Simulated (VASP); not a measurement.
The system is BiS.

```
Bi S
1.0
     4.00294    0.00000    0.00000
     0.00000    4.00294    0.00000
     0.00000    0.00000    4.00294
Bi S
1 1
Direct
  0.50000 0.50000 0.50000
  0.00000 0.00000 0.00000
```

* Program: VASP 6.6.1
* Task: relaxation of cell and atoms
* Functional: RPBE
* Dispersion: D3(BJ)
* Potentials or basis: VASP PAW PBE potentials, release 64 (Bi_d, S)
* Cutoff: 600 eV
* k mesh: 7 × 7 × 7
* Occupations: fermi-dirac, width 0.05 eV
* Spin: no spin polarisation

At the start: pressure -19.0 GPa; volume 32.07 Å³/atom.

Q: Where does the relaxation end?

A: Over 3 steps the energy falls by 1668.9 meV/atom and the volume is 17.81 Å³/atom (-44.5 %); space group Pm-3m (No. 221, to 0.05 Å).

Step by step:
```
step  energy change (eV)  largest force (eV/Å)  pressure (GPa)  volume (Å³)
   1              0.0000                0.0000          -19.01        64.14
   2             -3.3306                0.0000            3.25        34.90
   3             -3.3379                0.0000            0.08        35.62
```

Final structure:
```cif
data_structure
_symmetry_space_group_name_H-M 'P 1'
_symmetry_Int_Tables_number 1
_cell_length_a 3.2902
_cell_length_b 3.2902
_cell_length_c 3.2902
_cell_angle_alpha 90.000
_cell_angle_beta 90.000
_cell_angle_gamma 90.000
_cell_volume 35.62
loop_
_atom_site_label
_atom_site_type_symbol
_atom_site_fract_x
_atom_site_fract_y
_atom_site_fract_z
_atom_site_occupancy
Bi1 Bi 0.50000 0.50000 0.50000 1
S1 S 0.00000 0.00000 0.00000 1
```

Caveat: the volume moved by over 15 % at a fixed basis, so the end points are rough; the PAW data sets were made with another functional, which shifts forces and pressure a little; pairwise dispersion overbinds metals, which lowers pressure and volume.
